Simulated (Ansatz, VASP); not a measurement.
**Al2O3: VASP beside Ansatz**

```
Al O
1.0
     3.01748    0.00000    0.00000
    -1.50874    2.61322    0.00000
     0.00000    0.00000    7.57464
Al O
2 3
Direct
  0.00000 0.00000 0.27795
  0.00000 0.00000 0.72205
  0.33333 0.66667 0.19945
  0.66667 0.33333 0.80055
  0.00000 0.00000 0.50000
```

Alike in both runs: task relaxation of cell and atoms; functional PBEsol; k mesh 12 × 12 × 4; occupations gaussian, width 0.02 eV; no spin polarisation.

```csv
,VASP,Ansatz
version,VASP 6.6.1,Ansatz 0.2.0
potentials or method,"VASP PAW PBE potentials, release 64 (Al, O), cutoff 600 eV","scalar-relativistic, plane waves, PAW"
valence electrons in the cell,24,24
```

```tsv
	VASP	Ansatz	Ansatz less VASP
gap on the k mesh at the Fermi level, each at its own relaxed structure (eV)	2.34	2.40	+0.057
relaxed volume (Å³/atom)	11.93	12.33	+0.406
relaxed cell length with the largest relative difference (Å)	7.711	7.973	+0.2616
```

VASP's potentials were made for PBE, not for PBEsol.
